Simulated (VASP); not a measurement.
Input of a VASP 6.6.1 run:

INCAR

```
ALGO = Normal
EDIFF = 1E-6
ENCUT = 520
GGA = PE
ISIF = 2
ISMEAR = 0
ISPIN = 2
LASPH = True
LCHARG = False
LORBIT = 11
LREAL = False
LWAVE = False
MAGMOM = 0 0 0 0 0 0 1 1
NBANDS = 60
NELM = 150
PREC = Accurate
SIGMA = 0.1
```

KPOINTS

```
k-points
0
Gamma
  3 3 3
```

POSCAR

```
In3F
1.0
    3.3735602100      1.9477258900      5.5054842800
   -3.3735602100      1.9477258900      5.5054842800
    0.0000000000     -3.8954517900      5.5054842800
In F
6 2
Direct
    0.7265845500      0.2500000000      0.7734154500
    0.2500000000      0.7734154500      0.7265845500
    0.7734154500      0.7265845500      0.2500000000
    0.2734154500      0.7500000000      0.2265845500
    0.7500000000      0.2265845500      0.2734154500
    0.2265845500      0.2734154500      0.7500000000
    0.5000000000      0.5000000000      0.5000000000
    0.0000000000      0.0000000000      0.0000000000
```

Potentials or basis: VASP PAW PBE potentials, release 64 (In_d, F).

Launch:

```sh
$ cat potpaw_PBE.64/In_d/POTCAR potpaw_PBE.64/F/POTCAR > POTCAR
$ mpirun -np 1 vasp_std > vasp.out
```

(1) Predict the pressure.

(2) Estimate the band gap on the k mesh.

(3) Estimate the largest force.

Answers

(1) 7.2 GPa.

(2) zero (filled and empty bands overlap).

(3) 0.189 eV/Å.

Caveat: the k points lie up to 0.38 Å⁻¹ apart, too coarse for converged energies and pressures of a metal; spin-orbit coupling is left out, which moves the levels of the heavy elements.
